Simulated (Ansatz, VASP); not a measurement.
## Fe in VASP and in Ansatz

The input INCAR:

```
SYSTEM = Fe
PREC     = Accurate       ! precision mode
ENCUT    = 600            ! plane-wave cutoff, eV
EDIFF    = 1E-6           ! SCF threshold, eV
ISMEAR   = -1             ! smearing method
SIGMA    = 0.1            ! smearing width, eV
LREAL    = .FALSE.        ! projectors in reciprocal space
LASPH    = .TRUE.         ! aspherical terms in the spheres
NELM     = 200            ! most SCF steps
ALGO     = Normal         ! electronic algorithm
ISIF     = 2              ! what is computed and relaxed
LWAVE    = .FALSE.        ! write WAVECAR
LCHARG   = .FALSE.        ! write CHGCAR
ISPIN    = 2              ! spin polarisation
MAGMOM   = 2.2            ! initial moments
LORBIT   = 11             ! projections on sites
LMAXMIX  = 4              ! l up to which the mixer works
GGA      = CA             ! functional
NBANDS   = 14             ! bands
GGA_COMPAT= .FALSE.
```

File KPOINTS:

```
Automatic mesh
0
G
  12 12 12
  0 0 0
```

POSCAR

```
Fe
1.0
   -1.4330000000      1.4330000000      1.4330000000
    1.4330000000     -1.4330000000      1.4330000000
    1.4330000000      1.4330000000     -1.4330000000
Fe
1
Direct
    0.0000000000      0.0000000000      0.0000000000
```

Input for Ansatz:

```yaml
crystal:
  lattice:
    - [-1.433, 1.433, 1.433]
    - [1.433, -1.433, 1.433]
    - [1.433, 1.433, -1.433]
  atoms:
    - { symbol: Fe, position: [0, 0, 0], spin: 2.2 }
kpoints:
  mp_grid: { grid: [12, 12, 12] }
hamiltonian:
  xc: lda
  pseudopotentials: { kind: paw, source: ansatz, xc_functional: pbe }
scf:
  occupations: { method: fermi_dirac, width: 0.1 }
  convergence: { dr2_threshold: "1e-9 eV" }
  max_iter: 300
output:
  forces: true
  stress: true
magnetization:
  spin_polarized: true
```

Alike in both runs: task single point; functional LDA; k mesh 12 × 12 × 12; occupations fermi-dirac, width 0.1 eV; collinear spin.

|  | VASP | Ansatz |
| --- | --- | --- |
| version | VASP 6.6.1 | Ansatz 0.2.0 development build |
| potentials or method | VASP PAW LDA potentials, release 64 (Fe) | plane waves, PAW datasets (hand-made set) |
| plane-wave cutoff (eV) | 600 | 844 |
| valence electrons in the cell | 8 | 16 |

|  | VASP | Ansatz | Ansatz less VASP |
| --- | --- | --- | --- |
| net moment per atom (μB) | 2.18 | 2.21 | +0.036 |
| size of the moment on the site where the two differ most (μB) | 2.15 | 2.23 | +0.076 |

LDA's correlation is that of Perdew and Zunger in VASP and of Perdew and Wang (1992) in Ansatz. Site moments also hang on the region over which each program counts them. VASP's potentials hold 8 valence electrons a cell and Ansatz's 16, so a difference there can come from the potentials and not from the codes. Ansatz's warnings: stress scf threshold loose.
